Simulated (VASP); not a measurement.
# In (P6_3/mmc) in VASP: further runs

In is run at these levels: r2SCAN; tasks: single point.

Everything below comes from runs of VASP 6.6.1. Logs are shortened: lines on timing, memory, paths and dates and some standing lists are left out, and cuts for length are marked.

### 1 The cell of the first run

The structure is hexagonal, space group P6_3/mmc (No. 194). The conventional cell has a = 3.302 Å, b = 3.302 Å, c = 5.375 Å, α = 90.00°, β = 90.00°, γ = 120.00°. In (site symmetry -6m2) has 12 In at 3.29 to 3.30 Å within 4.3 Å.

### 2 Single point, r2SCAN (volume scaled by 0.96)

POSCAR reads:

```
In
1.0
    3.3017037127      0.0000000000      0.0000000000
   -1.6508518563      2.8593592910      0.0000000000
    0.0000000000      0.0000000000      5.3748763793
In
2
Direct
    0.3333333333      0.6666666667      0.2500000000
    0.6666666667      0.3333333333      0.7500000000
```

INCAR.step1 reads:

```
ALGO = Normal
EDIFF = 1E-4
ENCUT = 520
GGA = PE
ISMEAR = -1
LASPH = True
LCHARG = False
LREAL = False
LWAVE = True
NBANDS = 20
NELM = 60
PREC = Accurate
SIGMA = 0.1
```

INCAR.step2 reads:

```
ALGO = Normal
EDIFF = 1E-6
ENCUT = 520
ISIF = 2
ISMEAR = -1
ISTART = 1
LASPH = True
LCHARG = False
LMIXTAU = True
LREAL = False
LWAVE = False
METAGGA = R2SCAN
NBANDS = 20
NELM = 60
PREC = Accurate
SIGMA = 0.1
```

KPOINTS reads:

```
k-points
0
Gamma
  12 12 7
```

Potentials or basis: VASP PAW PBE potentials, release 64 (In_d).

On the command line:

```bash
> cat potpaw_PBE.64/In_d/POTCAR > POTCAR
> cp INCAR.step1 INCAR
> mpirun -np 1 vasp_std > vasp.out
> cp INCAR.step2 INCAR
> mpirun -np 1 vasp_std > vasp.out
```

OUTCAR:

```text
EDIFF = 1E-6
   ENCUT = 520
   ISIF = 2
   ISMEAR = -1
   ISTART = 1
   LASPH = True
   LREAL = False
   METAGGA = R2SCAN
   NELM = 60
   PREC = Accurate

 ion  position               nearest neighbor table
   1  0.333  0.667  0.250-   2 3.29   2 3.29   2 3.29   2 3.29   2 3.29   2 3.29
   2  0.667  0.333  0.750-   1 3.29   1 3.29   1 3.29   1 3.29   1 3.29   1 3.29

  LATTYP: Found a hexagonal cell.
 ALAT       =     3.3017037127
 C/A-ratio  =     1.6279099662

  Lattice vectors:

 A1 = (   3.3017037127,   0.0000000000,   0.0000000000)
 A2 = (  -1.6508518563,   2.8593592910,   0.0000000000)
 A3 = (   0.0000000000,   0.0000000000,   5.3748763793)

Analysis of symmetry for initial positions (statically):
=====================================================================
 Subroutine PRICEL returns:
 Original cell was already a primitive cell.

 Routine SETGRP: Setting up the symmetry group for a
 hexagonal supercell.

 Subroutine GETGRP returns: Found 24 space group operations
 (whereof 12 operations were pure point group operations)
 out of a pool of 24 trial point group operations.

The static configuration has the point symmetry D_3d.
 The point group associated with its full space group is D_6h.

Analysis of symmetry for dynamics (positions and initial velocities):
=====================================================================
 Subroutine PRICEL returns:
 Original cell was already a primitive cell.

 Routine SETGRP: Setting up the symmetry group for a
 hexagonal supercell.

 Subroutine GETGRP returns: Found 24 space group operations
 (whereof 12 operations were pure point group operations)
 out of a pool of 24 trial point group operations.

The dynamic configuration has the point symmetry D_3d.
 The point group associated with its full space group is D_6h.

 Subroutine INISYM returns: Found 24 space group operations
 (whereof 12 operations are pure point group operations),
 and found     1 'primitive' translations

----------------------------------------------------------------------------------------

                                     Primitive cell

  volume of cell :      50.7429

  direct lattice vectors                    reciprocal lattice vectors
     3.301703713  0.000000000  0.000000000     0.302873936  0.174864349  0.000000000
    -1.650851856  2.859359291  0.000000000     0.000000000  0.349728697  0.000000000
     0.000000000  0.000000000  5.374876379     0.000000000  0.000000000  0.186050791

  length of vectors
     3.301703713  3.301703713  5.374876379     0.349728697  0.349728697  0.186050791
[... 74 lines left out ...]
   ICHARG =      0    charge: 1-file 2-atom 10-const
   ISPIN  =      1    spin polarized calculation?
   LNONCOLLINEAR =      F non collinear calculations
   LSORBIT =      F    spin-orbit coupling
   LASPH  =      T    aspherical Exc in radial PAW
   ENCUT  =  520.0 eV  38.22 Ry    6.18 a.u.   6.14  6.14  9.99*2*pi/ulx,y,z
   NELM   =     60;   NELMIN=  2; NELMDL=  0     # of ELM steps
   EDIFF  = 0.1E-05   stopping-criterion for ELM
   LREAL  =      F    real-space projection
   EDIFFG = 0.1E-04   stopping-criterion for IOM
   NSW    =      0    number of steps for IOM
   IBRION =     -1    ionic relax: 0-MD 1-quasi-New 2-CG
   NFREE  =      0    steps in history (QN), initial steepest desc. (CG)
   ISIF   =      2    stress and relaxation
   ISYM   =      2    0-nonsym 1-usesym 2-fastsym
   POTIM  = 0.5000    time-step for ionic-motion
   TEBEG  =    0.0;   TEEND  =   0.0 temperature during run
   PSTRESS=    0.0 pullay stress
   NELECT =      26.0000    total number of electrons
   NUPDOWN=      -1.0000    fix difference up-down
   EMIN   =  10.00;   EMAX   =-10.00  energy-range for DOS
   EFERMI =   0.00;   METHOD = LEGACY
   ISMEAR =    -1;   SIGMA  =   0.10  broadening in eV -4-tet -1-fermi 0-gaus
   EFERMI_NEDOS =   21; number of points for ismear=-14 and -15
   IALGO  =     38    algorithm
   IMIX   =      4    mixing-type and parameters
     AMIX     =   0.40;   BMIX     =  1.00
     AMIX_MAG =   1.60;   BMIX_MAG =  1.00
  volume/ion in A,a.u.               =      25.37       171.22
  Fermi-wavevector in a.u.,A,eV,Ry     =   1.310009  2.475557 23.349268  1.716123
  Thomas-Fermi vector in A             =   2.440568
   LORBIT       =      0    0 simple, 1 ext, 2 COOP (PROOUT), +10 PAW based schemes
   METAGGA = R2SCAN    functional components
   LHFCALC =     F    Hartree Fock is set to
   AEXX    =    0.0000 exact exchange contribution
   IVDW    =     0    specifies the selected vdW correction
   LEPSILON=     F    determine dielectric tensor
   LRPA    =     F    only Hartree local field effects (RPA)
 non-spin polarized calculation
  energy-cutoff  :      520.00
  volume of cell :       50.74
 maximum number of plane-waves:      1383
 NGX is ok and might be reduce to    28
   NGX = 13   NGY = 13   NGZ = 19

 number of electron      26.0000000 magnetization

 Free energy of the ion-electron system (eV)
  ---------------------------------------------------
  ext. energy  EPLUGINS =         0.00000000
  ---------------------------------------------------
  free energy    TOTEN  =       -45.11914461 eV

  energy without entropy =      -45.09458756  energy(sigma->0) =      -45.10686608

 E-fermi :   7.8765     XC(G=0): -11.2500

 val. band max:        7.8075280785   @ k =   0.3333   0.3333   0.4286
 cond. band min:       7.8923073375   @ k =   0.0833   0.0000   0.2857
 fundamental gap:      0.0847792589
 Fermi energy:         7.8765488673

 k-point     1 :       0.0000    0.0000    0.0000
  band No.  band energies     occupation
      1      -7.5137      2.00000
      2      -7.4213      2.00000
      3      -7.3910      2.00000
      4      -7.3910      2.00000
      5      -7.3567      2.00000
      6      -7.3567      2.00000
[... 541 lines left out ...]
     19      17.1521      0.00000
     20      18.9587      0.00000

 [... further k-points ...]
[... 5 lines left out ...]
  --------------------------------------------------------------------------------------
  -------------------------------------------------------------------------------------
  Total        0.6680478      0.6680478      0.4422533      0.0000000     -0.0000000      0.0000000
  in kB       21.0932174     21.0932174     13.9638875      0.0000000     -0.0000000      0.0000000
  external PRESSURE =      18.7167741 kB  Pullay stress =       0.0000000 kB

 VOLUME and BASIS-vectors are now :
 -----------------------------------------------------------------------------
  energy-cutoff  :      520.00
  volume of cell :       50.74
      direct lattice vectors                 reciprocal lattice vectors
     3.301703713  0.000000000  0.000000000     0.302873936  0.174864349  0.000000000
    -1.650851856  2.859359291  0.000000000     0.000000000  0.349728697  0.000000000
     0.000000000  0.000000000  5.374876379     0.000000000  0.000000000  0.186050791

 POSITION                                       TOTAL-FORCE (eV/Angst)
 -----------------------------------------------------------------------------------
     -0.00000      1.90624      1.34372         0.000000     -0.000000      0.000000
      1.65085      0.95312      4.03116        -0.000000      0.000000      0.000000
 -----------------------------------------------------------------------------------
    total drift:                               -0.000000      0.000000      0.000000

  FREE ENERGIE OF THE ION-ELECTRON SYSTEM (eV)
  ---------------------------------------------------
  free  energy   TOTEN  =       -45.1191446050 eV

  energy  without entropy=      -45.0945875572  energy(sigma->0) =      -45.10686608
```

OUTCAR.step1:

```text
EDIFF = 1E-4
   ENCUT = 520
   GGA = PE
   ISMEAR = -1
   LASPH = True
[... 776 lines left out ...]
     -0.00000      1.90624      1.34372         0.000000     -0.000000     -0.000000
      1.65085      0.95312      4.03116        -0.000000      0.000000      0.000000
 -----------------------------------------------------------------------------------
    total drift:                               -0.000000      0.000000      0.000000

  FREE ENERGIE OF THE ION-ELECTRON SYSTEM (eV)
  ---------------------------------------------------
  free  energy   TOTEN  =        -5.0742824547 eV

  energy  without entropy=       -5.0479544642  energy(sigma->0) =       -5.06111846
```

OSZICAR.step1:

```text
N       E                     dE             d eps       ncg     rms          rms(c)
DAV:   1     0.212600150468E+03    0.21260E+03   -0.13104E+04  3048   0.183E+03
DAV:   2     0.104846731728E+02   -0.20212E+03   -0.19825E+03  3064   0.376E+02
DAV:   3    -0.468133156155E+01   -0.15166E+02   -0.15062E+02  3492   0.118E+02
DAV:   4    -0.511007612467E+01   -0.42874E+00   -0.42854E+00  3620   0.217E+01
DAV:   5    -0.513485459640E+01   -0.24778E-01   -0.24777E-01  4468   0.434E+00    0.358E+00
DAV:   6    -0.508526666989E+01    0.49588E-01   -0.86725E-02  4092   0.492E+00    0.165E+00
DAV:   7    -0.507502287907E+01    0.10244E-01   -0.25324E-02  4128   0.242E+00    0.380E-01
DAV:   8    -0.507426704145E+01    0.75584E-03   -0.17990E-03  3624   0.527E-01    0.455E-02
DAV:   9    -0.507428245467E+01   -0.15413E-04   -0.35684E-05  1916   0.722E-02
   1 F= -.50742825E+01 E0= -.50611185E+01  d E =-.263280E-01
```

Wall time 4 min (1 thread of Intel Xeon 6975P-C, shared host); peak memory 0.22 GiB.

Results:

```yaml
Free_energy: -45.1191 eV
Pressure: 1.9 GPa
Band_gap_on_the_k_mesh: zero (band 13 reaches 10.86 eV, above the bottom of band 14 at 5.40 eV)
```

Stress tensor (GPa, compression positive):
```
2.11 0.00 0.00
0.00 2.11 0.00
0.00 0.00 1.40
```

Levels at points of the mesh, in eV from the Fermi level:
```
           k point  band 10  band 11  band 12  band 13  band 14  band 15  band 16  band 17
(0.00, 0.00, 0.00)   -14.95   -10.30    -4.49    -3.76     8.96     8.96    10.94    10.94
(0.50, 0.00, 0.00)   -14.90    -5.23    -4.53     0.43     0.43     0.84     3.13     4.25
```

Caveat: the PAW data sets were made with another functional, which shifts forces and pressure a little; spin-orbit coupling is left out, which moves the levels of the heavy elements.

[end of part 1 of 4]
